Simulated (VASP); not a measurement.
## Cu: density of states with PBE

The system is Cu.

```
Cu
1.0
     0.00000    1.78872    1.78872
     1.78872    0.00000    1.78872
     1.78872    1.78872    0.00000
Cu
1
Direct
  0.00000 0.00000 0.00000
```

```yaml
Program: VASP 6.6.1
Task: density of states
Functional: PBE
Potentials_or_basis: VASP PAW PBE potentials, release 64 (Cu)
Cutoff: 520 eV
k_mesh: 11 × 11 × 11
Occupations: fermi-dirac, width 0.1 eV
Spin: no spin polarisation
Dipole_correction: no
k_mesh_for_the_DOS: 17 × 17 × 17
Occupations_for_the_DOS: tetrahedron
Further_INCAR_settings: ALGO = Normal; EDIFF = 1e-07; NBANDS = 12
```

```yaml
Valence_electrons_inside_the_program's_atomic_spheres: Cu 10.04
```

Levels at points of the mesh, in eV from the Fermi level:
| k point | band 2 | band 3 | band 4 | band 5 | band 6 | band 7 | band 8 | band 9 | band 10 | band 11 |
| --- | --- | --- | --- | --- | --- | --- | --- | --- | --- | --- |
| (0.00, 0.00, 0.00) | -3.18 | -3.18 | -3.18 | -2.32 | -2.32 | 22.80 | 25.69 | 25.69 | 25.69 | 28.21 |

Run time: 9 s on 1 thread of Intel(R) Xeon(R) 6975P-C (Granite Rapids) (shared host), peak memory 0.13 GiB.
